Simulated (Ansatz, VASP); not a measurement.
# Two plane-wave programs on ZnS

```
Zn S
1.0
     3.68513    0.00000    0.00000
    -1.84257    3.19142    0.00000
     0.00000    0.00000    6.04075
Zn S
2 2
Direct
  0.33333 0.66667 0.00520
  0.66667 0.33333 0.50520
  0.33333 0.66667 0.37980
  0.66667 0.33333 0.87980
```

Alike in both runs: task single point; functional PBE; k mesh 9 × 9 × 6; occupations gaussian, width 0.05 eV; no spin polarisation.

```csv
,VASP,Ansatz
version,VASP 6.6.1,Ansatz 0.2.0
potentials or method,"VASP PAW PBE potentials, release 64 (Zn, S), cutoff 520 eV","scalar-relativistic, plane waves, PAW"
valence electrons in the cell,36,36
```

```csv
,VASP,Ansatz,Ansatz less VASP
gap on the k mesh at the Fermi level (eV),2.68,2.67,-0.011
least direct gap on the mesh (eV),2.68,2.67,-0.011
pressure (GPa),12.0,11.7,-0.25
"traceless stress, the component that is largest in VASP (GPa)",0.19,0.18,-0.009
rms of the force components (eV/Å),0.019,0.018,-0.0003
```

Atom by atom the forces differ by 0.000 eV/Å (rms over components).
